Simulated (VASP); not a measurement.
# Si6O11 (a cell with a defect) in VASP: notebook

The runs below take Si6O11 (a cell with a defect) through single point, with PBE.

Program: VASP 6.6.1. These are calculated values, not measurements. Logs are shortened: lines on timing, memory, paths and dates and some standing lists are left out, and cuts for length are marked.

## Step 1: The cell of the first run

The cell holds a defect, 17 atoms: a = 5.021 Å, b = 5.509 Å, c = 8.696 Å, α = 90.00°, β = 90.00°, γ = 90.00°.

## Step 2: Single point, PBE

File INCAR:

```
SYSTEM = Si6O11
PREC = Accurate
ENCUT = 520
EDIFF = 1E-6
ISMEAR = 0
SIGMA = 0.05
LREAL = Auto
LASPH = .TRUE.
NELM = 100
ALGO = Normal
ISIF = 2
LWAVE = .FALSE.
LCHARG = .FALSE.
GGA = PE
NELECT = 88.0
NBANDS = 59
```

File KPOINTS:

```
regular mesh
0
G
  4 4 2
  0 0 0
```

File POSCAR:

```
Si6O11
1.0
   -2.5103274377      4.3480146658      0.0000000000
    0.0000000000      0.0000000000      5.5092660079
    7.5309823132      4.3480146658      0.0000000000
Si O
6 11
Direct
    0.7617495765      0.3333333333      0.2382504235
    0.2617495765      0.3333333333      0.7382504235
    0.9765008470      0.6666666667      0.5000000000
    0.4765008470      0.6666666667      0.0000000000
    0.2617495765      0.0000000000      0.2617495765
    0.7617495765      0.0000000000      0.7617495765
    0.0486521033      0.2055717715      0.2072260374
    0.5486521033      0.2055717715      0.7072260374
    0.7865130045      0.5389051049      0.3720609296
    0.2865130045      0.5389051049      0.8720609296
    0.6648348922      0.8722384382      0.9207130329
    0.2865130045      0.7944282285      0.1279390704
    0.7865130045      0.7944282285      0.6279390704
    0.6648348922      0.4610948951      0.0792869671
    0.1648348922      0.4610948951      0.5792869671
    0.3116882407     -0.1029640840      0.4082970675
    0.0486521033      0.1277615618      0.7927739626
```

Potentials or basis: VASP PAW PBE potentials, release 64 (Si, O).

Command:

```
cat potpaw_PBE.64/Si/POTCAR potpaw_PBE.64/O/POTCAR > POTCAR
mpirun -np 1 vasp_std > vasp.out
```

OUTCAR:

```text
SYSTEM = Si6O11
   PREC = Accurate
   ENCUT = 520
   EDIFF = 1E-6
   ISMEAR = 0
   LREAL = Auto
   LASPH = .TRUE.
   NELM = 100
   ISIF = 2
   GGA = PE
   NELECT = 88.0

 ion  position               nearest neighbor table
   1  0.762  0.333  0.238-  14 1.63   7 1.63   9 1.63   5 3.12   5 3.12   3 3.12   4 3.12
   2  0.262  0.333  0.738-  15 1.63   8 1.63  17 1.63  10 1.63   6 3.12   6 3.12   4 3.12   3 3.12

   3  0.977  0.667  0.500-  13 1.63   9 1.63  15 1.63  16 2.25   5 3.12   6 3.12   1 3.12   2 3.12

   4  0.477  0.667  0.000-  12 1.63  10 1.63  11 1.63  14 1.63   6 3.12   5 3.12   2 3.12   1 3.12

   5  0.262  0.000  0.262-  16 1.42  12 1.63   7 1.63   3 3.12   4 3.12   1 3.12   1 3.12
   6  0.762  0.000  0.762-  11 1.63  17 1.63  13 1.63   8 1.63   4 3.12   3 3.12   2 3.12   2 3.12

   7  0.049  0.206  0.207-   1 1.63   5 1.63
   8  0.549  0.206  0.707-   2 1.63   6 1.63
   9  0.787  0.539  0.372-   3 1.63   1 1.63
  10  0.287  0.539  0.872-   4 1.63   2 1.63
  11  0.665  0.872  0.921-   6 1.63   4 1.63
  12  0.287  0.794  0.128-   4 1.63   5 1.63
  13  0.787  0.794  0.628-   3 1.63   6 1.63
  14  0.665  0.461  0.079-   1 1.63   4 1.63
  15  0.165  0.461  0.579-   2 1.63   3 1.63
  16  0.312  0.897  0.408-   5 1.42   3 2.25
  17  0.049  0.128  0.793-   6 1.63   2 1.63

  LATTYP: Found a simple orthorhombic cell.
 ALAT       =     5.0206548755
 B/A-ratio  =     1.0973201992
 C/A-ratio  =     1.7320508076

  Lattice vectors:

 A1 = (  -2.5103274377,   4.3480146658,   0.0000000000)
 A2 = (   0.0000000000,   0.0000000000,   5.5092660079)
 A3 = (   7.5309823132,   4.3480146658,   0.0000000000)

Analysis of symmetry for initial positions (statically):
=====================================================================
 Subroutine PRICEL returns:
 Original cell was already a primitive cell.

 Routine SETGRP: Setting up the symmetry group for a
 simple orthorhombic supercell.

 Subroutine GETGRP returns: Found  1 space group operations
 (whereof  1 operations were pure point group operations)
 out of a pool of  8 trial point group operations.

The static configuration has the point symmetry C_1 .

Analysis of symmetry for dynamics (positions and initial velocities):
=====================================================================
 Subroutine PRICEL returns:
 Original cell was already a primitive cell.

 Routine SETGRP: Setting up the symmetry group for a
 simple orthorhombic supercell.

 Subroutine GETGRP returns: Found  1 space group operations
 (whereof  1 operations were pure point group operations)
[... 134 lines left out ...]
   ISYM   =      2    0-nonsym 1-usesym 2-fastsym
   POTIM  = 0.5000    time-step for ionic-motion
   TEBEG  =    0.0;   TEEND  =   0.0 temperature during run
   PSTRESS=    0.0 pullay stress
   NELECT =      88.0000    total number of electrons
   NUPDOWN=      -1.0000    fix difference up-down
   EMIN   =  10.00;   EMAX   =-10.00  energy-range for DOS
   EFERMI =   0.00;   METHOD = LEGACY
   ISMEAR =     0;   SIGMA  =   0.05  broadening in eV -4-tet -1-fermi 0-gaus
   EFERMI_NEDOS =   21; number of points for ismear=-14 and -15
   IALGO  =     38    algorithm
   IMIX   =      4    mixing-type and parameters
     AMIX     =   0.40;   BMIX     =  1.00
     AMIX_MAG =   1.60;   BMIX_MAG =  1.00
  volume/ion in A,a.u.               =      14.15        95.48
  Fermi-wavevector in a.u.,A,eV,Ry     =   1.170875  2.212634 18.652897  1.370949
  Thomas-Fermi vector in A             =   2.307327
   LORBIT       =      0    0 simple, 1 ext, 2 COOP (PROOUT), +10 PAW based schemes
   GGA     = PE    functional components
   LHFCALC =     F    Hartree Fock is set to
   AEXX    =    0.0000 exact exchange contribution
   IVDW    =     0    specifies the selected vdW correction
   LEPSILON=     F    determine dielectric tensor
   LRPA    =     F    only Hartree local field effects (RPA)
 non-spin polarized calculation
 Gauss-broadening in eV      SIGMA  =   0.05
  energy-cutoff  :      520.00
  volume of cell :      240.53
 maximum number of plane-waves:      6512
 NGX is ok and might be reduce to    40
   NGX = 19   NGY = 21   NGZ = 33

 number of electron      87.9999993 magnetization

 Free energy of the ion-electron system (eV)
  ---------------------------------------------------
  ext. energy  EPLUGINS =         0.00000000
  ---------------------------------------------------
  free energy    TOTEN  =      -131.20567207 eV

  energy without entropy =     -131.19608504  energy(sigma->0) =     -131.20087855

 E-fermi :   0.6698     XC(G=0):  -8.5920

 val. band max:        0.6677740508   @ k =   0.0000   0.5000   0.5000
 cond. band min:       0.7089078829   @ k =   0.0000   0.2500   0.0000
 fundamental gap:      0.0411338321
 Fermi energy:         0.6697781854

 k-point     1 :       0.0000    0.0000    0.0000
  band No.  band energies     occupation
      1     -19.1553      2.00000
      2     -18.3836      2.00000
      3     -18.1936      2.00000
      4     -18.0223      2.00000
      5     -17.7611      2.00000
      6     -17.1837      2.00000
[... 1169 lines left out ...]
     55      10.4430      0.00000
     56      10.5053      0.00000
 [bands above 56 left out]

------------------------ aborting loop because EDIFF is reached ----------------------------------------

  FORCE on cell =-STRESS in cart. coord.  units (eV):
  Direction    XX          YY          ZZ          XY          YZ          ZX
  --------------------------------------------------------------------------------------
  -------------------------------------------------------------------------------------
  Total      -11.9405687    -12.5174552    -16.9707689      9.2354645     -6.4779049     -0.0867104
  in kB      -79.5354035    -83.3780090   -113.0412616     61.5168682    -43.1489312     -0.5775728
  external PRESSURE =     -91.9848914 kB  Pullay stress =       0.0000000 kB

 VOLUME and BASIS-vectors are now :
 -----------------------------------------------------------------------------
  energy-cutoff  :      520.00
  volume of cell :      240.53
      direct lattice vectors                 reciprocal lattice vectors
    -2.510327438  4.348014666  0.000000000    -0.099588602  0.172492518  0.000000000
     0.000000000  0.000000000  5.509266008     0.000000000  0.000000000  0.181512383
     7.530982313  4.348014666  0.000000000     0.099588602  0.057497506  0.000000000

 POSITION                                       TOTAL-FORCE (eV/Angst)
 -----------------------------------------------------------------------------------
     -0.11798      4.34801      1.83642        -1.786540      0.794751      2.627725
      4.90267      4.34801      1.83642         0.296660      0.288277      0.026902
      1.31415      6.41985      3.67284         1.474432      2.114928     -0.822082
     -1.19617      2.07183      3.67284        -1.113089     -1.503324      0.693146
      1.31415      2.27618      0.00000        -7.442276     -7.288082      2.055885
      3.82448      6.62420      0.00000         0.286729      0.256040      0.503183
[... 9 lines left out ...]
      2.29244      3.13051      4.94201         9.275752      4.875948     -4.391975
      5.84823      3.65853      0.70387        -0.077666     -0.000726      0.039100
 -----------------------------------------------------------------------------------
    total drift:                               -0.000932     -0.010924     -0.000082

  FREE ENERGIE OF THE ION-ELECTRON SYSTEM (eV)
  ---------------------------------------------------
  free  energy   TOTEN  =      -131.2056720682 eV

  energy  without entropy=     -131.1960850390  energy(sigma->0) =     -131.20087855
```

It took 19 min on 1 thread of Intel Xeon 8259CL, shared host; peak memory 0.39 GiB.

Results:

```yaml
Free_energy: -131.2057 eV
Largest_force: 11.362 eV/Å
```

Forces on the atoms (eV/Å):
```
Si  -1.787  0.795  2.628
Si   0.297  0.288  0.027
Si   1.474  2.115 -0.822
Si  -1.113 -1.503  0.693
Si  -7.442 -7.288  2.056
Si   0.287  0.256  0.503
O    0.524  0.076 -0.535
O   -0.107  0.061 -0.104
O   -0.401 -0.346 -0.010
O    0.237  0.252  0.067
O    0.462  0.182 -0.372
O    0.087  0.187  1.005
O   -1.754  0.009 -0.100
O    0.898  0.946 -1.530
O   -0.861 -0.904  0.847
O    9.276  4.876 -4.392
O   -0.078 -0.001  0.039
```

Caveat: the k points lie up to 0.36 Å⁻¹ apart; the cell carries a net charge on a neutralising background, which shifts energy and pressure; the cell differs from its parent crystal (atoms taken out, atom 16 moved 0.750 of the way to it and +0.375 Å across, host rigid); the cell is charged against a uniform background, so pressure and absolute levels hang on convention.

## Step 3: Single point, PBE

File INCAR:

```
PREC = Accurate
ENCUT = 520
EDIFF = 1E-6
ISMEAR = 0
SIGMA = 0.05
LREAL = Auto
LASPH = T
NELM = 100
ALGO = Normal
ISIF = 2
LWAVE = F
LCHARG = T
GGA = PE
LELF = T
LVHAR = T
NELECT = 88.0
NBANDS = 59
```

File KPOINTS:

```
Automatic mesh
0
Gamma
  4 4 2
```

POSCAR, as its differences from that of step 2:

```diff
@@ -23,3 +23,3 @@
     0.1648348922      0.4610948951      0.5792869671
-    0.3116882407     -0.1029640840      0.4082970675
+    0.4696641491      0.0508530132      0.3312816642
     0.0486521033      0.1277615618      0.7927739626
```

Potentials or basis: VASP PAW PBE potentials, release 64 (Si, O).

Command:

```
cat potpaw_PBE.64/Si/POTCAR potpaw_PBE.64/O/POTCAR > POTCAR
mpirun -np 1 vasp_std > vasp.out
```

OUTCAR:

```text
PREC = Accurate
   ENCUT = 520
   EDIFF = 1E-6
   ISMEAR = 0
   LREAL = Auto
   LASPH = T
   NELM = 100
   ISIF = 2
   GGA = PE
   NELECT = 88.0

 ion  position               nearest neighbor table
   1  0.762  0.333  0.238-  14 1.63   7 1.63   9 1.63  16 2.29   5 3.12   5 3.12   3 3.12   4 3.12

   2  0.262  0.333  0.738-  15 1.63   8 1.63  17 1.63  10 1.63   6 3.12   6 3.12   4 3.12   3 3.12

   3  0.977  0.667  0.500-  13 1.63   9 1.63  15 1.63   5 3.12   6 3.12   1 3.12   2 3.12
[... 1437 lines left out ...]
  Total      -21.7501227     25.9440233    -16.5269561      2.0589836      8.8941644      5.1794152
  in kB     -144.8762467    172.8115642   -110.0850511     13.7147651     59.2434892     34.4997703
  external PRESSURE =     -27.3832445 kB  Pullay stress =       0.0000000 kB

 VOLUME and BASIS-vectors are now :
 -----------------------------------------------------------------------------
  energy-cutoff  :      520.00
  volume of cell :      240.53
      direct lattice vectors                 reciprocal lattice vectors
    -2.510327438  4.348014666  0.000000000    -0.099588602  0.172492518  0.000000000
     0.000000000  0.000000000  5.509266008     0.000000000  0.000000000  0.181512383
     7.530982313  4.348014666  0.000000000     0.099588602  0.057497506  0.000000000

 POSITION                                       TOTAL-FORCE (eV/Angst)
 -----------------------------------------------------------------------------------
     -0.11798      4.34801      1.83642        -0.851496     -0.375077      0.608154
      4.90267      4.34801      1.83642         1.114337      1.534245     -0.291998
      1.31415      6.41985      3.67284         3.308510     -0.133663     -2.870155
     -1.19617      2.07183      3.67284        -0.955227     -1.210040      0.033644
      1.31415      2.27618      0.00000        -3.229356    -34.304879     -8.036659
      3.82448      6.62420      0.00000         1.184296      0.419380      1.374610
[... 9 lines left out ...]
      1.31587      3.48252      0.28016        -0.805322     35.684814     10.227062
      5.84823      3.65853      0.70387        -0.384687     -0.230588      0.046547
 -----------------------------------------------------------------------------------
    total drift:                                0.005823     -0.007961     -0.003051

  FREE ENERGIE OF THE ION-ELECTRON SYSTEM (eV)
  ---------------------------------------------------
  free  energy   TOTEN  =      -127.6235755818 eV

  energy  without entropy=     -127.6183274651  energy(sigma->0) =     -127.62095152
```

OSZICAR:

```text
N       E                     dE             d eps       ncg     rms          rms(c)
DAV:   1     0.552763977200E+03    0.55276E+03   -0.45260E+04  2376   0.136E+03
DAV:   2    -0.101992187106E+03   -0.65476E+03   -0.63699E+03  2872   0.316E+02
DAV:   3    -0.147651206220E+03   -0.45659E+02   -0.45424E+02  2880   0.892E+01
DAV:   4    -0.148254018315E+03   -0.60281E+00   -0.60162E+00  2976   0.112E+01
DAV:   5    -0.148264055229E+03   -0.10037E-01   -0.10031E-01  2944   0.138E+00    0.357E+01
DAV:   6    -0.128138251280E+03    0.20126E+02   -0.74039E+01  2688   0.347E+01    0.169E+01
DAV:   7    -0.127715079773E+03    0.42317E+00   -0.29982E+00  2952   0.853E+00    0.637E+00
DAV:   8    -0.127618065839E+03    0.97014E-01   -0.52196E-01  2952   0.337E+00    0.302E+00
DAV:   9    -0.127639095138E+03   -0.21029E-01   -0.29326E-01  2896   0.252E+00    0.130E+00
DAV:  10    -0.127621519196E+03    0.17576E-01   -0.12946E-01  3040   0.152E+00    0.434E-01
DAV:  11    -0.127622876107E+03   -0.13569E-02   -0.23224E-02  2680   0.608E-01    0.243E-01
DAV:  12    -0.127623297031E+03   -0.42092E-03   -0.16034E-03  2800   0.201E-01    0.132E-01
DAV:  13    -0.127623509945E+03   -0.21291E-03   -0.76131E-04  2776   0.144E-01    0.602E-02
DAV:  14    -0.127623553809E+03   -0.43864E-04   -0.18885E-04  2896   0.676E-02    0.231E-02
DAV:  15    -0.127623568863E+03   -0.15055E-04   -0.29795E-05  2792   0.296E-02    0.109E-02
DAV:  16    -0.127623573841E+03   -0.49777E-05   -0.56219E-06  2792   0.121E-02    0.733E-03
DAV:  17    -0.127623575291E+03   -0.14497E-05   -0.24116E-06  1960   0.795E-03    0.250E-03
DAV:  18    -0.127623575582E+03   -0.29105E-06   -0.59881E-07  2000   0.377E-03
   1 F= -.12762358E+03 E0= -.12762095E+03  d E =-.524812E-02
```

Run time: 18 min. Hardware: 1 thread of Intel Xeon 8259CL, shared host; peak memory 0.39 GiB.

Results:

```
Free energy   : -127.6236 eV
Largest force : 37.130 eV/Å
```

Forces in eV/Å, atoms in the order of the input:
```
Si   -0.851  -0.375   0.608
Si    1.114   1.534  -0.292
Si    3.309  -0.134  -2.870
Si   -0.955  -1.210   0.034
Si   -3.229 -34.305  -8.037
Si    1.184   0.419   1.375
O     1.441  -0.722  -0.795
O    -0.288  -0.126  -0.106
O    -0.109   0.031   0.338
O     0.001   0.085   0.066
O     0.154   0.094  -0.283
O     1.587  -0.501   0.289
O    -2.023  -0.065  -0.261
O     1.370   1.158  -1.693
O    -1.513  -1.338   1.354
O    -0.805  35.685  10.227
O    -0.385  -0.231   0.047
```

Levels at points of the mesh, in eV from the Fermi level:
| k point | band 42 | band 43 | band 44 | band 45 | band 46 | band 47 |
| --- | --- | --- | --- | --- | --- | --- |
| (0.00, 0.00, 0.00) | -0.66 | -0.41 | -0.09 | -0.03 | 3.57 | 4.83 |
| (0.50, 0.00, 0.00) | -0.83 | -0.22 | -0.12 | 0.29 | 3.22 | 5.01 |
| (0.00, 0.50, 0.00) | -0.53 | -0.40 | -0.04 | 0.25 | 3.12 | 4.98 |
| (0.50, 0.50, 0.00) | -0.66 | -0.54 | -0.46 | 0.16 | 3.80 | 4.82 |
| (0.00, 0.00, 0.50) | -0.68 | -0.39 | -0.08 | 0.08 | 3.49 | 4.75 |
| (0.50, 0.00, 0.50) | -0.78 | -0.24 | -0.12 | 0.22 | 3.25 | 5.00 |
| (0.00, 0.50, 0.50) | -0.55 | -0.44 | -0.03 | 0.30 | 3.11 | 4.97 |
| (0.50, 0.50, 0.50) | -0.64 | -0.54 | -0.42 | 0.09 | 3.80 | 4.81 |

Caveat: the k points lie up to 0.36 Å⁻¹ apart; the cell carries a net charge on a neutralising background, which shifts energy and pressure; the cell differs from its parent crystal (atoms taken out, atom 16 moved 0.250 of the way to it and +0.125 Å across, host rigid); the cell is charged against a uniform background, so pressure and absolute levels hang on convention; atoms lie so close that the PAW spheres overlap strongly, which falsifies energies and pressures.
